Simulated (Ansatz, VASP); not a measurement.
**Two plane-wave programs on CO2**

File INCAR:

```
SYSTEM = CO2
PREC = Accurate ; ENCUT = 520
EDIFF = 1E-6 ; ISMEAR = 0
SIGMA = 0.02 ; LREAL = .FALSE.
LASPH = .TRUE. ; NELM = 80
ALGO = Normal ; ISIF = 2
LWAVE = .FALSE. ; LCHARG = .FALSE.
GGA = PE ; NBANDS = 25
```

The input KPOINTS:

```
regular mesh
0
G
  6 6 4
  0 0 0
```

Contents of POSCAR:

```
CO2
1.0
    2.6359112300     -2.3873781200      0.0000000000
    2.6359112300      2.3873781200      0.0000000000
    0.0000000000      0.0000000000      6.5871749100
C O
2 4
Direct
    0.0000000000      0.0000000000      0.0000000000
    0.5000000000      0.5000000000      0.5000000000
    0.8065085700      0.1934914300      0.8918433900
    0.1934914300      0.8065085700      0.1081566100
    0.6934914300      0.3065085700      0.3918433900
    0.3065085700      0.6934914300      0.6081566100
```

Input for Ansatz:

```yaml
crystal:
  lattice:
    - [2.63591123, -2.38737812, 0.0]
    - [2.63591123, 2.38737812, 0.0]
    - [0.0, 0.0, 6.58717491]
  atoms:
    - { symbol: C, position: [0.0, 0.0, 0.0] }
    - { symbol: C, position: [0.5, 0.5, 0.5] }
    - { symbol: O, position: [0.80650857, 0.19349143, 0.89184339] }
    - { symbol: O, position: [0.19349143, 0.80650857, 0.10815661] }
    - { symbol: O, position: [0.69349143, 0.30650857, 0.39184339] }
    - { symbol: O, position: [0.30650857, 0.69349143, 0.60815661] }
basis:
  ecutwfc: 420
kpoints:
  mp_grid: { grid: [6, 6, 4] }
hamiltonian:
  xc: pbe
scf:
  occupations: { method: gaussian, width: 0.02 }
output:
  forces: true
  stress: true
  eigenvalues: true
  populations: true
```

Alike in both runs: task single point; functional PBE; k mesh 6 × 6 × 4; occupations gaussian, width 0.02 eV; no spin polarisation.

|  | VASP | Ansatz |
| --- | --- | --- |
| version | VASP 6.6.1 | Ansatz 0.2.0 |
| potentials or method | VASP PAW PBE potentials, release 64 (C, O), cutoff 520 eV | scalar-relativistic, plane waves, PAW |
| valence electrons in the cell | 32 | 32 |

```csv
,VASP,Ansatz,Ansatz less VASP
gap on the k mesh at the Fermi level (eV),6.61,6.64,+0.023
least direct gap on the mesh (eV),7.17,7.19,+0.025
pressure (GPa),4.3,2.7,-1.63
"traceless stress, the component that is largest in VASP (GPa)",-2.21,-0.31,+1.896
rms of the force components (eV/Å),0.370,0.068,-0.3025
```

Atom by atom the forces differ by 0.303 eV/Å (rms over components).

Noted on VASP's run: the standard files for N, O and F lose accuracy on very short bonds.
